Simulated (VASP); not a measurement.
Ti: single point with PBE

The system is Ti.

```
Ti
1.0
     0.00000    2.04276    2.04276
     2.04276    0.00000    2.04276
     2.04276    2.04276    0.00000
Ti
1
Direct
  0.00000 0.00000 0.00000
```

This isn't the form of Ti at room conditions, which is hcp.

* Program: VASP 6.6.1
* Task: single point
* Functional: PBE
* Potentials or basis: VASP PAW PBE potentials, release 64 (Ti_sv)
* Cutoff: 520 eV
* k mesh: 46 × 46 × 46
* Occupations: fermi-dirac, width 0.0612256 eV
* Spin: no spin polarisation

* Pressure: 1.9 GPa
* Band gap on the k mesh: zero (bands 6 and 7 overlap by 1.35 eV)

Levels at points of the mesh, in eV from the Fermi level:
```
           k point  band 2  band 3  band 4  band 5  band 6  band 7  band 8  band 9  band 10  band 11
(0.00, 0.00, 0.00)  -32.52  -32.52  -32.52   -6.14    0.89    0.89    0.89    2.56     2.56    15.35
(0.50, 0.00, 0.00)  -33.23  -32.61  -32.61   -2.63    0.68    0.77    0.77    3.65     3.65     8.36
(0.50, 0.50, 0.00)  -33.18  -32.76  -32.76   -2.64   -1.76    2.92    3.65    3.94     3.94    10.76
```

It took 5.5 min on 1 thread of Intel(R) Xeon(R) Platinum 8375C CPU @ 2.90GHz (Ice Lake), with other jobs on the host, peak memory 0.56 GiB.
